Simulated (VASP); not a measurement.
# BiTe (Fm-3m) in VASP: notebook, part 2 of 2

VASP 6.6.1. The steps go on from the part before.

**3. Relaxation of cell and atoms, PBE**

This run uses another cell than the first one, of 33.85 Å³/atom.

INCAR

```
SYSTEM = BiTe
PREC = Accurate
ENCUT = 600
EDIFF = 1E-6
ISMEAR = 0
SIGMA = 0.1
LREAL = .FALSE.
LASPH = .TRUE.
NELM = 80
ALGO = Normal
ISIF = 3
LWAVE = .FALSE.
LCHARG = .FALSE.
GGA = PE
IBRION = 2
NSW = 100
EDIFFG = -0.005
```

KPOINTS

```
Automatic mesh
0
G
  12 12 12
  0 0 0
```

POSCAR

```
BiTe
1.0
    0.0000000000      3.2349999084      3.2349999084
    3.2349999084      0.0000000000      3.2349999084
    3.2349999084      3.2349999084      0.0000000000
Bi Te
1 1
Direct
    0.5000000000      0.5000000000      0.5000000000
    0.0000000000      0.0000000000      0.0000000000
```

Potentials or basis: VASP PAW PBE potentials, release 64 (Bi_d, Te).

The run is started by

```console
$ cat potpaw_PBE.64/Bi_d/POTCAR potpaw_PBE.64/Te/POTCAR > POTCAR
$ mpirun -np 1 vasp_std > vasp.out
```

OUTCAR:

```text
SYSTEM = BiTe
   PREC = Accurate
   ENCUT = 600
   EDIFF = 1E-6
   ISMEAR = 0
   LREAL = .FALSE.
   LASPH = .TRUE.
   NELM = 80
   ISIF = 3
   GGA = PE
   IBRION = 2
   NSW = 100
   EDIFFG = -0.005

 ion  position               nearest neighbor table
   1  0.500  0.500  0.500-   2 3.23   2 3.23   2 3.23   2 3.23   2 3.23   2 3.23
   2  0.000  0.000  0.000-   1 3.23   1 3.23   1 3.23   1 3.23   1 3.23   1 3.23

  LATTYP: Found a face centered cubic cell.
 ALAT       =     6.4699998168

  Lattice vectors:

 A1 = (   0.0000000000,   3.2349999084,   3.2349999084)
 A2 = (   3.2349999084,   0.0000000000,   3.2349999084)
 A3 = (   3.2349999084,   3.2349999084,   0.0000000000)

Analysis of symmetry for initial positions (statically):
=====================================================================
 Subroutine PRICEL returns:
 Original cell was already a primitive cell.

 Routine SETGRP: Setting up the symmetry group for a
 face centered cubic supercell.

 Subroutine GETGRP returns: Found 48 space group operations
 (whereof 48 operations were pure point group operations)
 out of a pool of 48 trial point group operations.

The static configuration has the point symmetry O_h .

Analysis of symmetry for dynamics (positions and initial velocities):
=====================================================================
 Subroutine PRICEL returns:
 Original cell was already a primitive cell.

 Routine SETGRP: Setting up the symmetry group for a
 face centered cubic supercell.

 Subroutine GETGRP returns: Found 48 space group operations
 (whereof 48 operations were pure point group operations)
 out of a pool of 48 trial point group operations.

The dynamic configuration has the point symmetry O_h .

 Subroutine INISYM returns: Found 48 space group operations
 (whereof 48 operations are pure point group operations),
 and found     1 'primitive' translations

----------------------------------------------------------------------------------------

                                     Primitive cell

  volume of cell :      67.7100

  direct lattice vectors                    reciprocal lattice vectors
     0.000000000  3.234999908  3.234999908    -0.154559510  0.154559510  0.154559510
     3.234999908  0.000000000  3.234999908     0.154559510 -0.154559510  0.154559510
     3.234999908  3.234999908  0.000000000     0.154559510  0.154559510 -0.154559510

  length of vectors
     4.574980745  4.574980745  4.574980745     0.267704924  0.267704924  0.267704924

  position of ions in fractional coordinates (direct lattice)
     0.500000000  0.500000000  0.500000000
     0.000000000  0.000000000  0.000000000

  ion indices of the primitive-cell ions
   primitive index   ion index
                 1           1
                 2           2

----------------------------------------------------------------------------------------

 KPOINTS: Automatic mesh

Automatic generation of k-mesh.
 Grid dimensions read from file:
 generate k-points for:   12   12   12

 Generating k-lattice:

  Cartesian coordinates                     Fractional coordinates (reciprocal lattice)
    -0.012879959  0.012879959  0.012879959     0.083333333  0.000000000  0.000000000
[... 48 lines left out ...]
   NGXF,Y,Z  is equivalent  to a cutoff of  29.07, 29.07, 29.07 a.u.
 SYSTEM =  BiTe
   PREC   = accura    normal or accurate (medium, high low for compatibility)
   ISTART =      0    job   : 0-new  1-cont  2-samecut
   ICHARG =      2    charge: 1-file 2-atom 10-const
   ISPIN  =      1    spin polarized calculation?
   LNONCOLLINEAR =      F non collinear calculations
   LSORBIT =      F    spin-orbit coupling
   LASPH  =      T    aspherical Exc in radial PAW
   ENCUT  =  600.0 eV  44.10 Ry    6.64 a.u.   9.14  9.14  9.14*2*pi/ulx,y,z
   NELM   =     80;   NELMIN=  2; NELMDL= -5     # of ELM steps
   EDIFF  = 0.1E-05   stopping-criterion for ELM
   LREAL  =      F    real-space projection
   EDIFFG = -.5E-02   stopping-criterion for IOM
   NSW    =    100    number of steps for IOM
   IBRION =      2    ionic relax: 0-MD 1-quasi-New 2-CG
   NFREE  =      1    steps in history (QN), initial steepest desc. (CG)
   ISIF   =      3    stress and relaxation
   ISYM   =      2    0-nonsym 1-usesym 2-fastsym
   POTIM  = 0.5000    time-step for ionic-motion
   TEBEG  =    0.0;   TEEND  =   0.0 temperature during run
   PSTRESS=    0.0 pullay stress
   NELECT =      21.0000    total number of electrons
   NUPDOWN=      -1.0000    fix difference up-down
   EMIN   =  10.00;   EMAX   =-10.00  energy-range for DOS
   EFERMI =   0.00;   METHOD = LEGACY
   ISMEAR =     0;   SIGMA  =   0.10  broadening in eV -4-tet -1-fermi 0-gaus
   EFERMI_NEDOS =   21; number of points for ismear=-14 and -15
   IALGO  =     38    algorithm
   IMIX   =      4    mixing-type and parameters
     AMIX     =   0.40;   BMIX     =  1.00
     AMIX_MAG =   1.60;   BMIX_MAG =  1.00
  volume/ion in A,a.u.               =      33.85       228.46
  Fermi-wavevector in a.u.,A,eV,Ry     =   1.108146  2.094092 16.707786  1.227988
  Thomas-Fermi vector in A             =   2.244669
   LORBIT       =      0    0 simple, 1 ext, 2 COOP (PROOUT), +10 PAW based schemes
   GGA     = PE    functional components
   LHFCALC =     F    Hartree Fock is set to
   AEXX    =    0.0000 exact exchange contribution
   IVDW    =     0    specifies the selected vdW correction
   LEPSILON=     F    determine dielectric tensor
   LRPA    =     F    only Hartree local field effects (RPA)
 conjugate gradient relaxation of ions
 non-spin polarized calculation
 Gauss-broadening in eV      SIGMA  =   0.10
  energy-cutoff  :      600.00
  volume of cell :       67.71
 maximum number of plane-waves:      2285
 NGX is ok and might be reduce to    40

--------------------------------------- Ionic step        1  -------------------------------------------

 number of electron      21.0000002 magnetization

 Free energy of the ion-electron system (eV)
  ---------------------------------------------------
  ext. energy  EPLUGINS =         0.00000000
  ---------------------------------------------------
  free energy    TOTEN  =        -7.17727023 eV

  energy without entropy =       -7.17104873  energy(sigma->0) =       -7.17415948

------------------------ aborting loop because EDIFF is reached ----------------------------------------

  FORCE on cell =-STRESS in cart. coord.  units (eV):
  Direction    XX          YY          ZZ          XY          YZ          ZX
  --------------------------------------------------------------------------------------
  -------------------------------------------------------------------------------------
  Total        0.2867975      0.2867975      0.2867975      0.0000000      0.0000000     -0.0000000
  in kB        6.7863019      6.7863019      6.7863019      0.0000000      0.0000000     -0.0000000
  external PRESSURE =       6.7863019 kB  Pullay stress =       0.0000000 kB
[... 59 lines left out ...]
--------------------------------------- Ionic step        3  -------------------------------------------

 number of electron      21.0000001 magnetization

 Free energy of the ion-electron system (eV)
  ---------------------------------------------------
  ext. energy  EPLUGINS =         0.00000000
  ---------------------------------------------------
  free energy    TOTEN  =        -7.17932497 eV

  energy without entropy =       -7.17284371  energy(sigma->0) =       -7.17608434

 E-fermi :   6.4715     XC(G=0):  -9.3712

 val. band max:        6.4548928661   @ k =  -0.2500   0.2500   0.0000
 cond. band min:       6.5090192225   @ k =   0.2500   0.1667   0.0000
 fundamental gap:      0.0541263564
 Fermi energy:         6.4714623286

 k-point     1 :       0.0000    0.0000    0.0000
  band No.  band energies     occupation
      1     -16.6666      2.00000
      2     -16.6666      2.00000
      3     -16.6643      2.00000
      4     -16.6643      2.00000
      5     -16.6643      2.00000
      6      -6.9479      2.00000
      7      -1.7034      2.00000
      8       3.9700      2.00000
      9       3.9700      2.00000
     10       3.9700      2.00000
     11       8.6025      0.00000
     12       8.6025      0.00000
     13       8.6025      0.00000
     14      11.1698      0.00000
[... 377 lines left out ...]
      1     -16.6721      2.00000
      2     -16.6694      2.00000
      3     -16.6617      2.00000
      4     -16.6587      2.00000
      5     -16.6577      2.00000
      6      -5.0084      2.00000
      7      -4.5452      2.00000
      8       2.7102      2.00000
      9       3.9939      2.00000
     10       4.0857      2.00000
     11       6.6748      0.00404
     12       6.6824      0.00285
     13       8.3591      0.00000
     14      12.6313      0.00000

 [... further k-points ...]
[... 5 lines left out ...]
  --------------------------------------------------------------------------------------
  -------------------------------------------------------------------------------------
  Total        0.0015310      0.0015310      0.0015310      0.0000000      0.0000000      0.0000000
  in kB        0.0357147      0.0357147      0.0357147      0.0000000      0.0000000      0.0000000
  external PRESSURE =       0.0357147 kB  Pullay stress =       0.0000000 kB
[... 17 lines left out ...]
  FREE ENERGIE OF THE ION-ELECTRON SYSTEM (eV)
  ---------------------------------------------------
  free  energy   TOTEN  =        -7.1793249694 eV

  energy  without entropy=       -7.1728437089  energy(sigma->0) =       -7.17608434

 reached required accuracy - stopping structural energy minimisation
```

It took 68 s on 1 thread of Intel Xeon 6975P-C (Granite Rapids), shared host; peak memory 0.3 GiB.

Results:

| Property | Result |
| --- | --- |
| Free energy | -7.1793 eV |
| Relaxed volume | 34.34 Å³/atom |
| Relaxed cell | a = 4.597 Å, b = 4.597 Å, c = 4.597 Å, α = 60.00°, β = 60.00°, γ = 60.00° |
| Space group after relaxing (to 0.1 Å) | Fm-3m (No. 225) |
| Energy gained by relaxing | 1.0 meV/atom |
| Ionic steps | 3 |
| Pressure after relaxing | 0.0 GPa |
| Band gap on the k mesh | zero (an odd number of electrons rules out a gap without spin polarisation) |

The path:
```
step  energy change (eV)  largest force (eV/Å)  pressure (GPa)  volume (Å³)
   1              0.0000                0.0000            0.68        67.71
   2             -0.0016                0.0000           -0.31        69.12
   3             -0.0021                0.0000            0.00        68.68
```

Final structure:
```
CELL_PARAMETERS angstrom
0.00000 3.25039 3.25039
3.25039 0.00000 3.25039
3.25039 3.25039 0.00000
ATOMIC_POSITIONS crystal
Bi 0.50000 0.50000 0.50000
Te 0.00000 0.00000 0.00000
```

Caveat: spin-orbit coupling is left out, which moves the levels of the heavy elements.

**4. Single point, PBE**

This run uses another cell than the first one, of the same volume but with other edges.

INCAR

```
SYSTEM = BiTe
PREC     = Accurate       ! precision mode
ENCUT    = 520            ! plane-wave cutoff, eV
EDIFF    = 1E-7           ! SCF threshold, eV
ISMEAR   = 0              ! smearing method
SIGMA    = 0.1            ! smearing width, eV
LREAL    = .FALSE.        ! projectors in reciprocal space
LASPH    = .TRUE.         ! aspherical terms in the spheres
NELM     = 80             ! most SCF steps
ALGO     = Normal         ! electronic algorithm
ISIF     = 2              ! what is computed and relaxed
LWAVE    = .FALSE.        ! write WAVECAR
LCHARG   = .FALSE.        ! write CHGCAR
GGA      = PE             ! functional
ISYM     = 0            
NBANDS   = 18             ! bands
```

KPOINTS

```
Automatic mesh
0
G
  8 6 15
  0 0 0
```

POSCAR

```
BiTe
1.0
    4.5978828818      0.0000000000      0.0000000000
    0.0000000000      6.5023883296      0.0000000000
    2.2989414409      3.2511941648      2.2989414409
Bi Te
1 1
Direct
    0.0000000000      0.5000000000      0.0000000000
    0.0000000000      0.0000000000      0.0000000000
```

Potentials or basis: VASP PAW PBE potentials, release 64 (Bi_d, Te).

The run is started by

```console
$ cat potpaw_PBE.64/Bi_d/POTCAR potpaw_PBE.64/Te/POTCAR > POTCAR
$ mpirun -np 1 vasp_std > vasp.out
```

OUTCAR:

```text
SYSTEM = BiTe
   PREC = Accurate
   ENCUT = 520
   EDIFF = 1E-7
   ISMEAR = 0
   LREAL = .FALSE.
   LASPH = .TRUE.
   NELM = 80
   ISIF = 2
   GGA = PE
   ISYM = 0

 ion  position               nearest neighbor table
   1  0.000  0.500  0.000-   2 3.25   2 3.25   2 3.25   2 3.25   2 3.25   2 3.25
   2  0.000  0.000  0.000-   1 3.25   1 3.25   1 3.25   1 3.25   1 3.25   1 3.25

IMPORTANT INFORMATION: All symmetrisations will be switched off!
NOSYMM: (Re-)initialisation of all symmetry stuff for point group C_1.

[... 674 lines left out ...]
     18      16.0439      0.00000

 [... further k-points ...]
[... 5 lines left out ...]
  --------------------------------------------------------------------------------------
  -------------------------------------------------------------------------------------
  Total       -0.0606664      0.0652091      0.0175471      0.0335585     -0.0263127      0.0914184
  in kB       -1.4141661      1.5200576      0.4090323      0.7822669     -0.6133621      2.1310110
  external PRESSURE =       0.1716413 kB  Pullay stress =       0.0000000 kB

 VOLUME and BASIS-vectors are now :
 -----------------------------------------------------------------------------
  energy-cutoff  :      520.00
  volume of cell :       68.73
      direct lattice vectors                 reciprocal lattice vectors
     4.597882882  0.000000000  0.000000000     0.217491403  0.000000000 -0.217491403
     0.000000000  6.502388330  0.000000000     0.000000000  0.153789646 -0.217491403
     2.298941441  3.251194165  2.298941441     0.000000000  0.000000000  0.434982807

 POSITION                                       TOTAL-FORCE (eV/Angst)
 -----------------------------------------------------------------------------------
      0.00000      3.25119      0.00000         0.000001     -0.000000      0.000001
      0.00000      0.00000      0.00000        -0.000001      0.000000     -0.000001
 -----------------------------------------------------------------------------------
    total drift:                                0.000001     -0.000001      0.000001

  FREE ENERGIE OF THE ION-ELECTRON SYSTEM (eV)
  ---------------------------------------------------
  free  energy   TOTEN  =        -7.1717089425 eV

  energy  without entropy=       -7.1636749771  energy(sigma->0) =       -7.16769196
```

OSZICAR:

```text
N       E                     dE             d eps       ncg     rms          rms(c)
DAV:   1     0.158565225162E+03    0.15857E+03   -0.99147E+03 13056   0.112E+03
DAV:   2     0.500414491114E+01   -0.15356E+03   -0.14949E+03 13944   0.304E+02
DAV:   3    -0.684906586165E+01   -0.11853E+02   -0.11742E+02 15912   0.886E+01
DAV:   4    -0.718388308156E+01   -0.33482E+00   -0.33424E+00 16514   0.158E+01
DAV:   5    -0.719628405102E+01   -0.12401E-01   -0.12400E-01 17330   0.286E+00    0.630E+00
DAV:   6    -0.716728820068E+01    0.28996E-01   -0.10263E-01 18490   0.193E+00    0.387E+00
DAV:   7    -0.717166329429E+01   -0.43751E-02   -0.27504E-02 14606   0.841E-01    0.583E-01
DAV:   8    -0.717156470103E+01    0.98593E-04   -0.40524E-03 16352   0.430E-01    0.122E-01
DAV:   9    -0.717170717391E+01   -0.14247E-03   -0.40965E-04 14750   0.128E-01    0.420E-02
DAV:  10    -0.717170845279E+01   -0.12789E-05   -0.13877E-05 18128   0.212E-02    0.292E-02
DAV:  11    -0.717170872647E+01   -0.27368E-06   -0.82261E-06 13970   0.181E-02    0.812E-03
DAV:  12    -0.717170856103E+01    0.16543E-06   -0.10345E-06 16558   0.823E-03    0.364E-03
DAV:  13    -0.717170871049E+01   -0.14946E-06   -0.13133E-07 10998   0.287E-03    0.171E-03
DAV:  14    -0.717170893280E+01   -0.22231E-06   -0.19924E-08  8484   0.116E-03    0.120E-03
DAV:  15    -0.717170894251E+01   -0.97143E-08   -0.30736E-09  7218   0.426E-04
   1 F= -.71717089E+01 E0= -.71676920E+01  d E =-.803397E-02
```

Wall time 3.7 min (1 thread of Intel Xeon 6975P-C (Granite Rapids), shared host); peak memory 0.57 GiB.

Results:

* Free energy: -7.1717 eV
* Pressure: 0.0 GPa
* Band gap on the k mesh: zero (an odd number of electrons rules out a gap without spin polarisation)

Caveat: spin-orbit coupling is left out, which moves the levels of the heavy elements.

**5. Summary**

```csv
task,cell,k mesh,cutoff (eV),gap on the mesh (eV),pressure (GPa)
single point,"a = 4.598 Å, angles 60.0°, 2 atoms",12 × 12 × 12,520,none,-0.1
relaxation of cell and atoms,"relaxed from a = 4.575 Å, angles 60.0°, 2 atoms",12 × 12 × 12,600,none,0.0
single point,"a = 4.598, b = 6.502 Å, angles 45.0, 60.0, 90.0°, 2 atoms",8 × 6 × 15,520,none,0.0
```

Alike in all rows: level PBE; potentials or basis VASP PAW PBE potentials, release 64 (Bi_d, Te); no spin polarisation; smearing gaussian 0.1 eV.

Caveats: spin-orbit coupling is left out, which moves the levels of the heavy elements.

Absolute energies hang on the potentials; compare differences alone.

The gap in the log of VASP goes by the Fermi energy; the results here count the filled bands.